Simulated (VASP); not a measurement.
Set up this calculation in VASP 6.6.1, as the native input.

```
Task                   : single point
Functional             : PBEsol
Potentials or basis    : VASP PAW PBE potentials, release 64 (Sb)
Cutoff                 : 520 eV
k mesh                 : 12 × 12 × 12
Occupations            : fermi-dirac, width 0.05 eV
Spin                   : no spin polarisation
Dipole correction      : no
Further INCAR settings : ALGO = Normal; EDIFF = 1e-06; NBANDS = 8
```

The structure of Sb lies in POSCAR:

```
Sb
1.0
    0.0691500000      2.3395750000      2.3395750000
    2.3395750000      0.0691500000      2.3395750000
    2.3395750000      2.3395750000      0.0691500000
Sb
1
Direct
    0.0000000000      0.0000000000      0.0000000000
```

This cell differs from its parent crystal: equal xy, yz and zx shear strains of +3 %.

One way to write it, as run:

INCAR

```
PREC     = Accurate       # precision mode
ENCUT    = 520            # plane-wave cutoff, eV
EDIFF    = 1E-6           # SCF threshold, eV
ISMEAR   = -1             # smearing method
SIGMA    = 0.05           # smearing width, eV
LREAL    = F              # projectors in reciprocal space
LASPH    = T              # aspherical terms in the spheres
NELM     = 100            # most SCF steps
ALGO     = Normal         # electronic algorithm
ISIF     = 2              # what is computed and relaxed
LWAVE    = F              # write WAVECAR
LCHARG   = F              # write CHGCAR
GGA      = PS             # functional
NBANDS   = 8              # bands
```

KPOINTS

```
Automatic mesh
0
Gamma
  12 12 12
```

Potentials or basis: VASP PAW PBE potentials, release 64 (Sb).

The run is started by

```bash
$ cat potpaw_PBE.64/Sb/POTCAR > POTCAR
$ mpirun -np 1 vasp_std > vasp.out
```

Results of the run:

* Pressure: 5.7 GPa

Caveat: the cell differs from its parent crystal (equal xy, yz and zx shear strains of +3 %); the PAW data sets were made with another functional, which shifts forces and pressure a little.

Run time: 27 s on 1 thread of Intel Xeon 6975P-C (shared host), peak memory 0.18 GiB.
